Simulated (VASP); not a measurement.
Wanted: the native input for a VASP 6.6.1 run.

| Property | Result |
| --- | --- |
| Task | single point |
| Functional | PBE |
| Potentials or basis | VASP PAW PBE potentials, release 64 (Be, Al) |
| Cutoff | 520 eV |
| k mesh | 8 × 8 × 8 |
| Occupations | gaussian, width 0.1 eV |
| Spin | no spin polarisation |
| Dipole correction | no |
| Further INCAR settings | ALGO = Normal; EDIFF = 1e-06; NBANDS = 19 |

The structure of BeAl6 lies in POSCAR:

```
BeAl6
1.0
    5.2239532309      0.0000000000      0.0000000000
    0.0000000000      5.2239532309      0.0000000000
    0.0000000000      0.0000000000      5.2239532309
Be Al
1 6
Direct
    0.0000000000      0.0000000000      0.0000000000
    0.5000000000      0.0000000000      0.0000000000
    0.0000000000      0.5000000000      0.0000000000
    0.0000000000      0.0000000000      0.5000000000
    0.0000000000      0.5000000000      0.5000000000
    0.5000000000      0.0000000000      0.5000000000
    0.5000000000      0.5000000000      0.0000000000
```

The cell was generated, and may not be a known phase.

One way to write it, as run:

INCAR

```
SYSTEM = BeAl6
PREC = Accurate
ENCUT = 520
EDIFF = 1E-6
ISMEAR = 0
SIGMA = 0.1
LREAL = .FALSE.
LASPH = .TRUE.
NELM = 80
ALGO = Normal
ISIF = 2
LWAVE = .FALSE.
LCHARG = .FALSE.
GGA = PE
NBANDS = 19
```

KPOINTS

```
regular mesh
0
G
  8 8 8
  0 0 0
```

Potentials or basis: VASP PAW PBE potentials, release 64 (Be, Al).

Command:

```sh
$ cat potpaw_PBE.64/Be/POTCAR potpaw_PBE.64/Al/POTCAR > POTCAR
$ mpirun -np 1 vasp_std > vasp.out
```

Results of the run:

```yaml
Pressure: 0.0 GPa
Band_gap_on_the_k_mesh: zero (bands 10 and 11 overlap by 3.72 eV)
```

It took 71 s on 1 thread of Oxide Virtual Turin-like Processor (shared host), peak memory 0.23 GiB.
